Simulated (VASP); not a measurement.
# SrTiAu2O3 (an interface model) in VASP: single point with LDA

Aim: the single point of SrTiAu2O3 (an interface model) with LDA.

All numbers are computed with VASP 6.6.1; they aren't measurements. Logs are shortened: lines on timing, memory, paths and dates and some standing lists are left out, and cuts for length are marked.

**1. The cell of the first run**

The cell holds layers of an interface, 21 atoms: a = 3.854 Å, b = 3.854 Å, c = 20.431 Å, α = 90.00°, β = 90.00°, γ = 90.00°.

**2. Single point, LDA**

File INCAR:

```
SYSTEM = SrTiAu2O3
PREC     = Accurate       ! precision mode
ENCUT    = 520            ! plane-wave cutoff, eV
EDIFF    = 1E-6           ! SCF threshold, eV
ISMEAR   = 0              ! smearing method
SIGMA    = 0.1            ! smearing width, eV
LREAL    = .FALSE.        ! projectors in reciprocal space
LASPH    = .TRUE.         ! aspherical terms in the spheres
NELM     = 120            ! most SCF steps
ALGO     = Normal         ! electronic algorithm
ISIF     = 2              ! what is computed and relaxed
LWAVE    = .FALSE.        ! write WAVECAR
LCHARG   = .FALSE.        ! write CHGCAR
NBANDS   = 109            ! bands
GGA_COMPAT= .FALSE.      
KPAR     = 4
```

File KPOINTS:

```
Automatic mesh
0
G
  9 9 2
  0 0 0
```

File POSCAR:

```
SrTiAu2O3
1.0
    3.8540230011      0.0000000000      0.0000000000
    0.0000000000      3.8540230011      0.0000000000
    0.0000000000      0.0000000000     20.4310571091
Ti O Sr Au
3 9 3 6
Direct
    0.5000000000      0.5000000000      0.0244725467
    0.5000000000      0.5000000000      0.2131080628
    0.5000000000      0.5000000000      0.4017435788
    0.0000000000      0.5000000000      0.0244725467
    0.5000000000      0.0000000000      0.0244725467
    0.5000000000      0.5000000000      0.1187903048
    0.0000000000      0.5000000000      0.2131080628
    0.5000000000      0.0000000000      0.2131080628
    0.5000000000      0.5000000000      0.3074258208
    0.0000000000      0.5000000000      0.4017435788
    0.5000000000      0.0000000000      0.4017435788
    0.5000000000      0.5000000000      0.4960613368
    0.0000000000      0.0000000000      0.1187903048
    0.0000000000      0.0000000000      0.3074258208
    0.0000000000      0.0000000000      0.4960613368
    0.5000000000      0.5000000000      0.6619852037
    1.0000000000      1.0000000000      0.6619852037
   -0.0021081873      0.5000000000      0.7690770586
    0.4978918127      1.0000000000      0.7690770586
   -0.5042163747      0.5000000000      0.8761689135
   -0.0042163747      1.0000000000      0.8761689135
```

Potentials or basis: VASP PAW LDA potentials, release 64 (Ti_sv, O, Sr_sv, Au).

The run is started by

```sh
$ cat potpaw_LDA.64/Ti_sv/POTCAR potpaw_LDA.64/O/POTCAR potpaw_LDA.64/Sr_sv/POTCAR potpaw_LDA.64/Au/POTCAR > POTCAR
$ mpirun -np 4 vasp_std > vasp.out
```

OUTCAR:

```text
SYSTEM = SrTiAu2O3
   PREC = Accurate
   ENCUT = 520
   EDIFF = 1E-6
   ISMEAR = 0
   LREAL = .FALSE.
   LASPH = .TRUE.
   NELM = 120
   ISIF = 2

 ion  position               nearest neighbor table
   1  0.500  0.500  0.024-   4 1.93   5 1.93   5 1.93   4 1.93   6 1.93  20 3.03  13 3.34  13 3.34
                            13 3.34  13 3.34
   2  0.500  0.500  0.213-   9 1.93   6 1.93   8 1.93   7 1.93   8 1.93   7 1.93  14 3.34  14 3.34
                            14 3.34  14 3.34  13 3.34  13 3.34  13 3.34  13 3.34
   3  0.500  0.500  0.402-  12 1.93   9 1.93  11 1.93  10 1.93  11 1.93  10 1.93  15 3.34  15 3.34
                            15 3.34  15 3.34  14 3.34  14 3.34  14 3.34  14 3.34
   4  0.000  0.500  0.024-   1 1.93   1 1.93  13 2.73  13 2.73
   5  0.500  0.000  0.024-   1 1.93   1 1.93  13 2.73  13 2.73
   6  0.500  0.500  0.119-   2 1.93   1 1.93  13 2.73  13 2.73  13 2.73  13 2.73
   7  0.000  0.500  0.213-   2 1.93   2 1.93  14 2.73  14 2.73  13 2.73  13 2.73
   8  0.500  0.000  0.213-   2 1.93   2 1.93  14 2.73  14 2.73  13 2.73  13 2.73
   9  0.500  0.500  0.307-   2 1.93   3 1.93  14 2.73  14 2.73  14 2.73  14 2.73
  10  0.000  0.500  0.402-   3 1.93   3 1.93  15 2.73  15 2.73  14 2.73  14 2.73
  11  0.500  0.000  0.402-   3 1.93   3 1.93  15 2.73  15 2.73  14 2.73  14 2.73
  12  0.500  0.500  0.496-   3 1.93  15 2.73  15 2.73  15 2.73  15 2.73
  13  0.000  0.000  0.119-   7 2.73   8 2.73   7 2.73   8 2.73   6 2.73   6 2.73   6 2.73   6 2.73
                             5 2.73   4 2.73   5 2.73   4 2.73   2 3.34   2 3.34   2 3.34   2 3.34
  14  0.000  0.000  0.307-   7 2.73   8 2.73   7 2.73   8 2.73  10 2.73  10 2.73  11 2.73  11 2.73
                             9 2.73   9 2.73   9 2.73   9 2.73   2 3.34   2 3.34   2 3.34   2 3.34
  15  0.000  0.000  0.496-  10 2.73  11 2.73  10 2.73  11 2.73  12 2.73  12 2.73  12 2.73  12 2.73
                             3 3.34   3 3.34   3 3.34   3 3.34  17 3.39  14 3.85  16 4.35  16 4.35
  16  0.500  0.500  0.662-  17 2.73  17 2.73  17 2.73  17 2.73  18 2.91  19 2.92  19 2.92  18 2.92
                            15 4.35  15 4.35  15 4.35  15 4.35
  17  0.000  0.000  0.662-  16 2.73  16 2.73  16 2.73  16 2.73  19 2.91  18 2.92  18 2.92  19 2.92
                            15 3.39
  18  0.998  0.500  0.769-  19 2.73  19 2.73  19 2.73  19 2.73  20 2.91  16 2.91  17 2.92  17 2.92
                            21 2.92  21 2.92  16 2.92  20 2.92
  19  0.498  0.000  0.769-  18 2.73  18 2.73  18 2.73  18 2.73  21 2.91  17 2.91  16 2.92  16 2.92
                            20 2.92  20 2.92  17 2.92  21 2.92
  20  0.496  0.500  0.876-  21 2.73  21 2.73  21 2.73  21 2.73  18 2.91  19 2.92  19 2.92  18 2.92
                             1 3.03
  21  0.996  0.000  0.876-  20 2.73  20 2.73  20 2.73  20 2.73  19 2.91  18 2.92  18 2.92  19 2.92

  LATTYP: Found a simple tetragonal cell.
 ALAT       =     3.8540230011
 C/A-ratio  =     5.3012286391

  Lattice vectors:

 A1 = (   3.8540230011,   0.0000000000,   0.0000000000)
 A2 = (   0.0000000000,   3.8540230011,   0.0000000000)
 A3 = (   0.0000000000,   0.0000000000,  20.4310571091)

Analysis of symmetry for initial positions (statically):
=====================================================================
 Subroutine PRICEL returns:
 Original cell was already a primitive cell.

 Routine SETGRP: Setting up the symmetry group for a
 simple tetragonal supercell.

 Subroutine GETGRP returns: Found  2 space group operations
 (whereof  2 operations were pure point group operations)
 out of a pool of 16 trial point group operations.

The static configuration has the point symmetry C_1h.

Analysis of symmetry for dynamics (positions and initial velocities):
=====================================================================
 Subroutine PRICEL returns:
 Original cell was already a primitive cell.

 Routine SETGRP: Setting up the symmetry group for a
 simple tetragonal supercell.

 Subroutine GETGRP returns: Found  2 space group operations
 (whereof  2 operations were pure point group operations)
 out of a pool of 16 trial point group operations.

The dynamic configuration has the point symmetry C_1h.

 Subroutine INISYM returns: Found  2 space group operations
 (whereof  2 operations are pure point group operations),
 and found     1 'primitive' translations

----------------------------------------------------------------------------------------

                                     Primitive cell

  volume of cell :     303.4726

  direct lattice vectors                    reciprocal lattice vectors
     3.854023001  0.000000000  0.000000000     0.259469131  0.000000000  0.000000000
     0.000000000  3.854023001  0.000000000     0.000000000  0.259469131  0.000000000
     0.000000000  0.000000000 20.431057109     0.000000000  0.000000000  0.048945093

  length of vectors
     3.854023001  3.854023001 20.431057109     0.259469131  0.259469131  0.048945093

  position of ions in fractional coordinates (direct lattice)
[... 58 lines left out ...]
     0.000000000  0.028829903  0.000000000     0.000000000  0.111111111  0.000000000
     0.000000000  0.000000000  0.024472547     0.000000000  0.000000000  0.500000000

  Length of vectors
     0.028829903  0.028829903  0.024472547

  Shift w.r.t. Gamma in fractional coordinates (k-lattice)
     0.000000000  0.000000000  0.000000000

 Subroutine IBZKPT returns following result:
 ===========================================

 Found     50 irreducible k-points:

 Following reciprocal coordinates:
            Coordinates               Weight
  0.000000  0.000000  0.000000      1.000000
  0.111111  0.000000  0.000000      2.000000
  0.000000  0.111111  0.000000      2.000000
  0.222222  0.000000  0.000000      2.000000
  0.000000  0.222222  0.000000      2.000000
  0.333333  0.000000  0.000000      2.000000
[... 16 lines left out ...]
  0.444444  0.333333  0.000000      4.000000
 -0.333333  0.444444  0.000000      4.000000
 [... further k-points ...]
   k-points           NKPTS =     50   k-points in BZ     NKDIM =     50   number of bands    NBANDS=    109
   number of dos      NEDOS =    301   number of ions     NIONS =     21
   total plane-waves  NPLWV = 144000
   dimension x,y,z NGX =    30 NGY =   30 NGZ =  160
   dimension x,y,z NGXF=    60 NGYF=   60 NGZF=  320
   ions per type =               3   9   3   6
   NGX,Y,Z   is equivalent  to a cutoff of  12.94, 12.94, 13.02 a.u.
   NGXF,Y,Z  is equivalent  to a cutoff of  25.88, 25.88, 26.04 a.u.
 SYSTEM =  SrTiAu2O3
   PREC   = accura    normal or accurate (medium, high low for compatibility)
   ISTART =      0    job   : 0-new  1-cont  2-samecut
   ICHARG =      2    charge: 1-file 2-atom 10-const
   ISPIN  =      1    spin polarized calculation?
   LNONCOLLINEAR =      F non collinear calculations
   LSORBIT =      F    spin-orbit coupling
   LASPH  =      T    aspherical Exc in radial PAW
   ENCUT  =  520.0 eV  38.22 Ry    6.18 a.u.   7.17  7.17 37.99*2*pi/ulx,y,z
   NELM   =    120;   NELMIN=  2; NELMDL= -5     # of ELM steps
   EDIFF  = 0.1E-05   stopping-criterion for ELM
   LREAL  =      F    real-space projection
   EDIFFG = 0.1E-04   stopping-criterion for IOM
   NSW    =      0    number of steps for IOM
[... 5 lines left out ...]
   TEBEG  =    0.0;   TEEND  =   0.0 temperature during run
   PSTRESS=    0.0 pullay stress
   NELECT =     186.0000    total number of electrons
   NUPDOWN=      -1.0000    fix difference up-down
   EMIN   =  10.00;   EMAX   =-10.00  energy-range for DOS
   EFERMI =   0.00;   METHOD = LEGACY
   ISMEAR =     0;   SIGMA  =   0.10  broadening in eV -4-tet -1-fermi 0-gaus
   EFERMI_NEDOS =   21; number of points for ismear=-14 and -15
   IALGO  =     38    algorithm
   IMIX   =      4    mixing-type and parameters
     AMIX     =   0.40;   BMIX     =  1.00
     AMIX_MAG =   1.60;   BMIX_MAG =  1.00
  volume/ion in A,a.u.               =      14.45        97.52
  Fermi-wavevector in a.u.,A,eV,Ry     =   1.390612  2.627876 26.310973  1.933802
  Thomas-Fermi vector in A             =   2.514530
   LORBIT       =      0    0 simple, 1 ext, 2 COOP (PROOUT), +10 PAW based schemes
   GGA     = CA    functional components
   LHFCALC =     F    Hartree Fock is set to
   AEXX    =    0.0000 exact exchange contribution
   IVDW    =     0    specifies the selected vdW correction
   LEPSILON=     F    determine dielectric tensor
   LRPA    =     F    only Hartree local field effects (RPA)
 non-spin polarized calculation
 Gauss-broadening in eV      SIGMA  =   0.10
  energy-cutoff  :      520.00
  volume of cell :      303.47
 maximum number of plane-waves:      8204
 NGX is ok and might be reduce to    30
   NGX = 15   NGY = 15   NGZ = 75

 number of electron     186.0000050 magnetization

 Free energy of the ion-electron system (eV)
  ---------------------------------------------------
  ext. energy  EPLUGINS =         0.00000000
  ---------------------------------------------------
  free energy    TOTEN  =      -154.88581421 eV

  energy without entropy =     -154.87690755  energy(sigma->0) =     -154.88136088

 E-fermi :   5.0543     XC(G=0): -11.6914

 val. band max:        5.0328899076   @ k =   0.2222   0.2222   0.0000
 cond. band min:       5.0603436584   @ k =   0.4444   0.4444   0.0000
 fundamental gap:      0.0274537507
 Fermi energy:         5.0543127469

 k-point     1 :       0.0000    0.0000    0.0000
  band No.  band energies     occupation
      1     -51.1593      2.00000
      2     -50.8622      2.00000
      3     -50.3356      2.00000
      4     -27.9599      2.00000
      5     -27.8802      2.00000
      6     -27.7423      2.00000
[... 2581 lines left out ...]
    104       8.9521      0.00000
    105       9.0615      0.00000

 [... further k-points ...]

 [bands above 105 left out]

------------------------ aborting loop because EDIFF is reached ----------------------------------------

  FORCE on cell =-STRESS in cart. coord.  units (eV):
  Direction    XX          YY          ZZ          XY          YZ          ZX
  --------------------------------------------------------------------------------------
  -------------------------------------------------------------------------------------
  Total       -5.1440810     -5.1449914     -5.1402570      0.0000000      0.0000000      0.0488961
  in kB      -27.1580723    -27.1628789    -27.1378837      0.0000000      0.0000000      0.2581460
  external PRESSURE =     -27.1529450 kB  Pullay stress =       0.0000000 kB

 VOLUME and BASIS-vectors are now :
 -----------------------------------------------------------------------------
  energy-cutoff  :      520.00
  volume of cell :      303.47
      direct lattice vectors                 reciprocal lattice vectors
     3.854023001  0.000000000  0.000000000     0.259469131  0.000000000  0.000000000
     0.000000000  3.854023001  0.000000000     0.000000000  0.259469131  0.000000000
     0.000000000  0.000000000 20.431057109     0.000000000  0.000000000  0.048945093

 POSITION                                       TOTAL-FORCE (eV/Angst)
 -----------------------------------------------------------------------------------
      1.92701      1.92701      0.50000         0.001402      0.000000      1.412993
      1.92701      1.92701      4.35402         0.000001      0.000000      0.939571
      1.92701      1.92701      8.20805         0.000024      0.000000      1.673124
      0.00000      1.92701      0.50000         0.000127      0.000000     -0.215061
      1.92701      0.00000      0.50000         0.001400      0.000000     -0.215066
      1.92701      1.92701      2.42701        -0.000370      0.000000     -1.321888
[... 13 lines left out ...]
      1.91076      1.92701     17.90106         0.004501      0.000000      0.019595
      3.83777      0.00000     17.90106         0.002827      0.000000      0.154278
 -----------------------------------------------------------------------------------
    total drift:                               -0.000328      0.000000      0.000555

  FREE ENERGIE OF THE ION-ELECTRON SYSTEM (eV)
  ---------------------------------------------------
  free  energy   TOTEN  =      -154.8858142121 eV

  energy  without entropy=     -154.8769075453  energy(sigma->0) =     -154.88136088
```

Wall time 16 min (4 MPI ranks of Intel Xeon Platinum 8488C (Sapphire Rapids), shared host); peak memory 1.2 GiB.

Results:

```yaml
Free_energy: -154.8858 eV
Pressure: -2.7 GPa
Largest_force: 1.673 eV/Å
Band_gap_on_the_k_mesh: zero (bands 93 and 94 overlap by 1.14 eV)
```

Forces on the atoms (eV/Å):
```
Ti   0.001  0.000  1.413
Ti   0.000  0.000  0.940
Ti   0.000  0.000  1.673
O    0.000  0.000 -0.215
O    0.001  0.000 -0.215
O    0.000  0.000 -1.322
O    0.000  0.000 -0.192
O    0.000  0.000 -0.192
O    0.000  0.000 -0.883
O    0.000  0.000 -0.237
O    0.000  0.000 -0.237
O    0.000  0.000  0.319
Sr   0.000  0.000 -0.354
Sr   0.000  0.000  0.213
Sr   0.000  0.000 -0.688
Au  -0.004  0.000 -0.297
Au  -0.005  0.000  0.087
Au  -0.001  0.000  0.007
Au   0.000  0.000  0.007
Au   0.005  0.000  0.020
Au   0.003  0.000  0.154
```

Caveat: spin-orbit coupling is left out, which moves the levels of the heavy elements.

The gap in the log of VASP goes by the Fermi energy; the results here count the filled bands.